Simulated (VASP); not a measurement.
# TaN (Fm-3m) in VASP: notebook

TaN is run at these levels: PBEsol+D3(BJ)+U; tasks: single point.

Program: VASP 6.6.1. These are calculated values, not measurements. Logs are shortened: lines on timing, memory, paths and dates and some standing lists are left out, and cuts for length are marked.

## (1) The cell of the first run

It takes space group Fm-3m (No. 225, cubic). The conventional cell has a = 4.452 Å, b = 4.452 Å, c = 4.452 Å, α = 90.00°, β = 90.00°, γ = 90.00°. Ta (site symmetry m-3m) has 6 N at 2.23 Å within 2.9 Å. N (site symmetry m-3m) has 6 Ta at 2.23 Å within 2.9 Å.

## (2) Single point, PBEsol+D3(BJ)+U (volume scaled by 1.02)

Contents of INCAR:

```
SYSTEM = TaN
PREC     = Accurate       ! precision mode
ENCUT    = 520            ! plane-wave cutoff, eV
EDIFF    = 1E-6           ! SCF threshold, eV
ISMEAR   = -1             ! smearing method
SIGMA    = 0.01           ! smearing width, eV
LREAL    = .False.        ! projectors in reciprocal space
LASPH    = .True.         ! aspherical terms in the spheres
NELM     = 150            ! most SCF steps
ALGO     = Normal         ! electronic algorithm
ISIF     = 2              ! what is computed and relaxed
LWAVE    = .False.        ! write WAVECAR
LCHARG   = .False.        ! write CHGCAR
LMAXMIX  = 4              ! l up to which the mixer works
LDAU     = .True.         ! DFT+U
LDAUTYPE = 2            
LDAUL    = 2 -1           ! shell
LDAUU    = 8 0            ! U, eV
LDAUJ    = 0 0          
LDAUPRINT= 1            
GGA      = PS             ! functional
IVDW     = 12             ! dispersion correction
NBANDS   = 15             ! bands
```

Contents of KPOINTS:

```
Automatic mesh
0
Gamma
  10 10 10
  0 0 0
```

Contents of POSCAR:

```
TaN
1.0
    0.0000000000      2.2259679500      2.2259679500
    2.2259679500      0.0000000000      2.2259679500
    2.2259679500      2.2259679500      0.0000000000
Ta N
1 1
Direct
    0.5000000000      0.5000000000      0.5000000000
    0.0000000000      0.0000000000      0.0000000000
```

Potentials or basis: VASP PAW PBE potentials, release 64 (Ta_pv, N).

Started as:

```bash
$ cat potpaw_PBE.64/Ta_pv/POTCAR potpaw_PBE.64/N/POTCAR > POTCAR
$ mpirun -np 1 vasp_std > vasp.out
```

OUTCAR:

```text
SYSTEM = TaN
   PREC = Accurate
   ENCUT = 520
   EDIFF = 1E-6
   ISMEAR = -1
   LREAL = .False.
   LASPH = .True.
   NELM = 150
   ISIF = 2
   GGA = PS
   IVDW = 12
 IVDW          = 12

 ion  position               nearest neighbor table
   1  0.500  0.500  0.500-   2 2.23   2 2.23   2 2.23   2 2.23   2 2.23   2 2.23
   2  0.000  0.000  0.000-   1 2.23   1 2.23   1 2.23   1 2.23   1 2.23   1 2.23

  LATTYP: Found a face centered cubic cell.
 ALAT       =     4.4519359000

  Lattice vectors:

 A1 = (   0.0000000000,   2.2259679500,   2.2259679500)
 A2 = (   2.2259679500,   0.0000000000,   2.2259679500)
 A3 = (   2.2259679500,   2.2259679500,   0.0000000000)

Analysis of symmetry for initial positions (statically):
=====================================================================
 Subroutine PRICEL returns:
 Original cell was already a primitive cell.

 Routine SETGRP: Setting up the symmetry group for a
 face centered cubic supercell.

 Subroutine GETGRP returns: Found 48 space group operations
 (whereof 48 operations were pure point group operations)
 out of a pool of 48 trial point group operations.

The static configuration has the point symmetry O_h .

Analysis of symmetry for dynamics (positions and initial velocities):
=====================================================================
 Subroutine PRICEL returns:
 Original cell was already a primitive cell.

 Routine SETGRP: Setting up the symmetry group for a
 face centered cubic supercell.

 Subroutine GETGRP returns: Found 48 space group operations
 (whereof 48 operations were pure point group operations)
 out of a pool of 48 trial point group operations.

The dynamic configuration has the point symmetry O_h .

 Subroutine INISYM returns: Found 48 space group operations
 (whereof 48 operations are pure point group operations),
 and found     1 'primitive' translations

----------------------------------------------------------------------------------------

                                     Primitive cell

  volume of cell :      22.0590

  direct lattice vectors                    reciprocal lattice vectors
     0.000000000  2.225967950  2.225967950    -0.224621383  0.224621383  0.224621383
     2.225967950  0.000000000  2.225967950     0.224621383 -0.224621383  0.224621383
     2.225967950  2.225967950  0.000000000     0.224621383  0.224621383 -0.224621383

  length of vectors
     3.147994064  3.147994064  3.147994064     0.389055648  0.389055648  0.389055648

  position of ions in fractional coordinates (direct lattice)
     0.500000000  0.500000000  0.500000000
     0.000000000  0.000000000  0.000000000

  ion indices of the primitive-cell ions
   primitive index   ion index
                 1           1
                 2           2

----------------------------------------------------------------------------------------

 KPOINTS: Automatic mesh

Automatic generation of k-mesh.
 Grid dimensions read from file:
 generate k-points for:   10   10   10

 Generating k-lattice:

  Cartesian coordinates                     Fractional coordinates (reciprocal lattice)
    -0.022462138  0.022462138  0.022462138     0.100000000  0.000000000  0.000000000
     0.022462138 -0.022462138  0.022462138     0.000000000  0.100000000  0.000000000
     0.022462138  0.022462138 -0.022462138     0.000000000  0.000000000  0.100000000

  Length of vectors
     0.038905565  0.038905565  0.038905565

  Shift w.r.t. Gamma in fractional coordinates (k-lattice)
     0.000000000  0.000000000  0.000000000

 Subroutine IBZKPT returns following result:
 ===========================================

 Found     47 irreducible k-points:
[... 44 lines left out ...]
   ENCUT  =  520.0 eV  38.22 Ry    6.18 a.u.   5.85  5.85  5.85*2*pi/ulx,y,z
   NELM   =    150;   NELMIN=  2; NELMDL= -5     # of ELM steps
   EDIFF  = 0.1E-05   stopping-criterion for ELM
   LREAL  =      F    real-space projection
   EDIFFG = 0.1E-04   stopping-criterion for IOM
   NSW    =      0    number of steps for IOM
   IBRION =     -1    ionic relax: 0-MD 1-quasi-New 2-CG
   NFREE  =      0    steps in history (QN), initial steepest desc. (CG)
   ISIF   =      2    stress and relaxation
   ISYM   =      2    0-nonsym 1-usesym 2-fastsym
   POTIM  = 0.5000    time-step for ionic-motion
   TEBEG  =    0.0;   TEEND  =   0.0 temperature during run
   PSTRESS=    0.0 pullay stress
   NELECT =      16.0000    total number of electrons
   NUPDOWN=      -1.0000    fix difference up-down
   EMIN   =  10.00;   EMAX   =-10.00  energy-range for DOS
   EFERMI =   0.00;   METHOD = LEGACY
   ISMEAR =    -1;   SIGMA  =   0.01  broadening in eV -4-tet -1-fermi 0-gaus
   EFERMI_NEDOS =   21; number of points for ismear=-14 and -15
   IALGO  =     38    algorithm
   IMIX   =      4    mixing-type and parameters
     AMIX     =   0.40;   BMIX     =  1.00
     AMIX_MAG =   1.60;   BMIX_MAG =  1.00
  volume/ion in A,a.u.               =      11.03        74.43
  Fermi-wavevector in a.u.,A,eV,Ry     =   1.470909  2.779616 29.437217  2.163574
  Thomas-Fermi vector in A             =   2.586109
   LORBIT       =      0    0 simple, 1 ext, 2 COOP (PROOUT), +10 PAW based schemes
 LDA+U is selected, type is set to LDAUTYPE =  2
   angular momentum for each species LDAUL =     2   -1
   U (eV)           for each species LDAUU =   8.0  0.0
   J (eV)           for each species LDAUJ =   0.0  0.0
   GGA     = PS    functional components
   LHFCALC =     F    Hartree Fock is set to
   AEXX    =    0.0000 exact exchange contribution
   IVDW    =    12    specifies the selected vdW correction
   LEPSILON=     F    determine dielectric tensor
   LRPA    =     F    only Hartree local field effects (RPA)
 non-spin polarized calculation
  energy-cutoff  :      520.00
  volume of cell :       22.06
 maximum number of plane-waves:       609
   NGX = 11   NGY = 11   NGZ = 11

atom =   1  type =  1  l = 2

 onsite density matrix

spin component  1

  0.2462 -0.0000 -0.0000  0.0000  0.0000
 -0.0000  0.2462  0.0000 -0.0000 -0.0000
 -0.0000  0.0000  0.1700 -0.0000  0.0000
  0.0000 -0.0000 -0.0000  0.2462  0.0000
  0.0000 -0.0000  0.0000  0.0000  0.1700

spin component  2

  0.2462 -0.0000 -0.0000  0.0000  0.0000
 -0.0000  0.2462  0.0000 -0.0000 -0.0000
 -0.0000  0.0000  0.1700 -0.0000  0.0000
  0.0000 -0.0000 -0.0000  0.2462  0.0000
  0.0000 -0.0000  0.0000  0.0000  0.1700

 occupancies and eigenvectors

  o =  0.1700  v =  0.0000  0.0000 -0.0181  0.0000  0.9998  0.0000  0.0000  0.0000  0.0000  0.0000      0.0000  0.0000  0.0000  0.0000  0.0000  0.0000  0.0000  0.0000  0.0000  0.0000
  o =  0.1700  v =  0.0000  0.0000  0.0000  0.0000  0.0000  0.0000  0.0000 -0.0181  0.0000  0.9998      0.0000  0.0000  0.0000  0.0000  0.0000  0.0000  0.0000  0.0000  0.0000  0.0000
  o =  0.1700  v =  0.0000  0.0000  0.9998  0.0000  0.0181  0.0000  0.0000  0.0000  0.0000  0.0000      0.0000  0.0000  0.0000  0.0000  0.0000  0.0000  0.0000  0.0000  0.0000  0.0000
  o =  0.1700  v =  0.0000  0.0000  0.0000  0.0000  0.0000  0.0000  0.0000  0.9998  0.0000  0.0181      0.0000  0.0000  0.0000  0.0000  0.0000  0.0000  0.0000  0.0000  0.0000  0.0000
  o =  0.2462  v =  1.0000  0.0000  0.0000  0.0000  0.0000  0.0000  0.0000  0.0000  0.0000  0.0000      0.0000  0.0000  0.0000  0.0000  0.0000  0.0000  0.0000  0.0000  0.0000  0.0000
  o =  0.2462  v =  0.0000  0.0000  0.0000  0.0000  0.0000  1.0000  0.0000  0.0000  0.0000  0.0000      0.0000  0.0000  0.0000  0.0000  0.0000  0.0000  0.0000  0.0000  0.0000  0.0000
  o =  0.2462  v =  0.0000  0.0000  0.0000  0.0000  0.0000  0.0000 -0.1601 -0.0000  0.9871 -0.0000      0.0000  0.0000  0.0000  0.0000  0.0000  0.0000  0.0000  0.0000  0.0000  0.0000
  o =  0.2462  v =  0.0000 -0.1601 -0.0000  0.9871 -0.0000  0.0000  0.0000  0.0000  0.0000  0.0000      0.0000  0.0000  0.0000  0.0000  0.0000  0.0000  0.0000  0.0000  0.0000  0.0000
  o =  0.2462  v =  0.0000 -0.9871  0.0000 -0.1601  0.0000  0.0000  0.0000  0.0000  0.0000  0.0000      0.0000  0.0000  0.0000  0.0000  0.0000  0.0000  0.0000  0.0000  0.0000  0.0000
  o =  0.2462  v =  0.0000  0.0000  0.0000  0.0000  0.0000  0.0000 -0.9871  0.0000 -0.1601  0.0000      0.0000  0.0000  0.0000  0.0000  0.0000  0.0000  0.0000  0.0000  0.0000  0.0000

 number of electron      16.0000002 magnetization

 Free energy of the ion-electron system (eV)
  ---------------------------------------------------
  ext. energy  EPLUGINS =         0.00000000
  ---------------------------------------------------
  free energy    TOTEN  =       -16.11958087 eV

  energy without entropy =      -16.11900137  energy(sigma->0) =      -16.11929112

 E-fermi :  10.0445     XC(G=0): -13.4175

 val. band max:        9.8560386222   @ k =  -0.3000   0.4000   0.2000
 cond. band min:      10.0533259452   @ k =  -0.3000   0.3000   0.1000
 fundamental gap:      0.1972873231
 Fermi energy:        10.0444529135

 k-point     1 :       0.0000    0.0000    0.0000
  band No.  band energies     occupation
      1     -27.5528      2.00000
      2     -27.5528      2.00000
      3     -27.5528      2.00000
      4      -9.1647      2.00000
      5       5.7896      2.00000
      6       5.7896      2.00000
      7       5.7896      2.00000
      8       8.1229      2.00000
      9       8.1229      2.00000
     10       8.1229      2.00000
     11      10.4076      0.00000
     12      10.8057      0.00000
     13      10.8057      0.00000
     14      18.3559      0.00000
[... 401 lines left out ...]
      2     -27.7544      2.00000
      3     -27.7336      2.00000
      4      -7.3757      2.00000
      5       1.6973      2.00000
      6       3.9264      2.00000
      7       4.5049      2.00000
      8       6.1225      2.00000
      9      12.7735      0.00000
     10      13.0249      0.00000
     11      13.1473      0.00000
     12      13.3913      0.00000
     13      17.9988      0.00000
     14      19.1969      0.00000
     15      20.2296      0.00000

 [... further k-points ...]

------------------------ aborting loop because EDIFF is reached ----------------------------------------

 Edisp (eV)   -0.89819

 E8    (eV) :    -0.6237

  FORCE on cell =-STRESS in cart. coord.  units (eV):
  Direction    XX          YY          ZZ          XY          YZ          ZX
  --------------------------------------------------------------------------------------
  -------------------------------------------------------------------------------------
  Total       0.17047     0.17047     0.17047     0.00000     0.00000     0.00000
  in kB      12.38174    12.38174    12.38174     0.00000     0.00000     0.00000
  external pressure =       12.38 kB  Pullay stress =        0.00 kB

 VOLUME and BASIS-vectors are now :
 -----------------------------------------------------------------------------
  energy-cutoff  :      520.00
  volume of cell :       22.06
      direct lattice vectors                 reciprocal lattice vectors
     0.000000000  2.225967950  2.225967950    -0.224621383  0.224621383  0.224621383
     2.225967950  0.000000000  2.225967950     0.224621383 -0.224621383  0.224621383
     2.225967950  2.225967950  0.000000000     0.224621383  0.224621383 -0.224621383

 POSITION                                       TOTAL-FORCE (eV/Angst)
 -----------------------------------------------------------------------------------
      2.22597      2.22597      2.22597         0.000000      0.000000     -0.000000
      0.00000      0.00000      0.00000        -0.000000     -0.000000      0.000000
 -----------------------------------------------------------------------------------
    total drift:                                0.000000     -0.000000     -0.000000

  FREE ENERGIE OF THE ION-ELECTRON SYSTEM (eV)
  ---------------------------------------------------
  free  energy   TOTEN  =       -17.0177666243 eV

  energy  without entropy=      -17.0171871324  energy(sigma->0) =      -17.01747688
```

Wall time 15 s (1 thread of Intel Xeon 6975P-C, shared host); peak memory 0.16 GiB.

Results:

| Property | Result |
| --- | --- |
| Free energy | -17.0178 eV |
| Pressure | 1.2 GPa |
| Band gap on the k mesh | zero (band 8 reaches 11.90 eV, above the bottom of band 9 at 8.12 eV) |
| Dispersion energy per atom | -0.449 eV |

Eigenvalues of the final occupation matrices:
```
    site  spin  trace               eigenvalues
site 1 d     1   1.08  0.17 0.17 0.25 0.25 0.25
site 1 d     2   1.08  0.17 0.17 0.25 0.25 0.25
```

Caveat: the PAW data sets were made with another functional, which shifts forces and pressure a little; spin-orbit coupling is left out, which moves the levels of the heavy elements; U without spin polarisation on a metal has little footing; pairwise dispersion overbinds metals, which lowers pressure and volume.

(Part 1 of 2 ends here.)
